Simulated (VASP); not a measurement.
The system is HBr.

```xyz
2
Lattice="0.0000 2.8200 3.0315 2.7775 0.0000 3.0315 2.7775 2.8200 0.0000" Properties=species:S:1:pos:R:3 pbc="T T T"
H     0.0000    0.0000    0.0000
Br    2.7775    2.8200    3.0315
```

| Quantity | Value |
| --- | --- |
| Program | VASP 6.6.1 |
| Task | relaxation of cell and atoms |
| Functional | LDA |
| Potentials or basis | VASP PAW LDA potentials, release 64 (H, Br) |
| Cutoff | 600 eV |
| k mesh | 6 × 6 × 6 |
| Occupations | gaussian, width 0.1 eV |
| Spin | no spin polarisation |

At the start: pressure -9.3 GPa; volume 23.74 Å³/atom.

**Question.** How do energy, volume and symmetry change on relaxing?

**Answer.** Over 47 steps the energy falls by 1090.2 meV/atom and the volume is 20.35 Å³/atom (-14.3 %); space group Fmmm (No. 69, to 0.1 Å) before, I4/mmm (No. 139, to 0.1 Å).

Step by step:
```
step  energy change (eV)  largest force (eV/Å)  pressure (GPa)  volume (Å³)
   1              0.0000                0.0000           -9.30        47.49
   3             -0.3572                0.0000           45.36        18.57
   5             -1.1327                0.0000            4.13        24.84
   7             -1.1408                0.0000            1.15        25.97
   9             -1.2350                0.0000            4.73        25.55
  11             -1.2935                0.0000            4.04        26.77
  13             -1.8842                0.0000           -2.56        39.78
  15             -2.0335                0.0000           -0.80        52.64
  17             -2.0480                0.0000            0.38        53.14
  19             -2.0489                0.0000            0.76        53.28
  21             -2.0602                0.0000            1.04        54.98
  23             -2.0781                0.0000           -0.53        57.74
  25             -2.0923                0.0000           -0.09        57.15
  27             -2.0998                0.0000           -0.92        56.62
  29             -2.1143                0.0000           -0.94        54.03
  31             -2.1302                0.0000            0.68        41.11
  33             -2.1604                0.0000           -0.49        44.56
  35             -2.1604                0.0000           -0.58        45.05
  37             -2.1657                0.0000            0.47        43.25
  39             -2.1684                0.0000            0.50        42.84
  41             -2.1756                0.0000            0.60        40.96
  43             -2.1789                0.0000           -0.25        41.37
  45             -2.1791                0.0000           -0.26        41.31
  47             -2.1805                0.0000           -0.17        40.69
```

Final structure:
```
H Br
1.0
     0.00000    3.45925    3.52044
     1.67065    0.00000    3.52044
     1.67065    3.45925    0.00000
H Br
1 1
Direct
  0.00000 0.00000 0.00000
  0.50000 0.50000 0.50000
```

Caveat: a cell axis changed by over 15 % at a fixed basis, so the end point is rough.
